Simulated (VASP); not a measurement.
Input of a VASP 6.6.1 run:

The input INCAR:

```
PREC = Accurate ; ENCUT = 520
EDIFF = 1E-7 ; ISMEAR = 1
SIGMA = 0.03 ; LREAL = False
LASPH = True ; NELM = 80
ALGO = Normal ; ISIF = 2
LWAVE = False ; LCHARG = True
GGA = PE ; LELF = True
LVHAR = True ; NBANDS = 12
```

Contents of KPOINTS:

```
Automatic mesh
0
Gamma
  10 10 10
```

File POSCAR:

```
Hg
1.0
    2.0783995336      1.1999645302      1.9747385792
   -2.0783995336      1.1999645302      1.9747385792
    0.0000000000     -2.3999290604      1.9747385791
Hg
1
Direct
    0.0000000000      1.0000000000      0.0000000000
```

Potentials or basis: VASP PAW PBE potentials, release 64 (Hg).

Launch:

```bash
$ cat potpaw_PBE.64/Hg/POTCAR > POTCAR
$ mpirun -np 1 vasp_std > vasp.out
```

Q: What does it give for the pressure?

A: 0.1 GPa.

Q: Predict the band gap on the k mesh.

A: Zero (band 6 reaches 4.26 eV, above the bottom of band 7 at 0.01 eV).

Stress tensor (GPa, compression positive):
```
 0.20  0.00  0.00
 0.00  0.20  0.00
 0.00  0.00 -0.08
```

Caveat: spin-orbit coupling is left out, which moves the levels of the heavy elements.
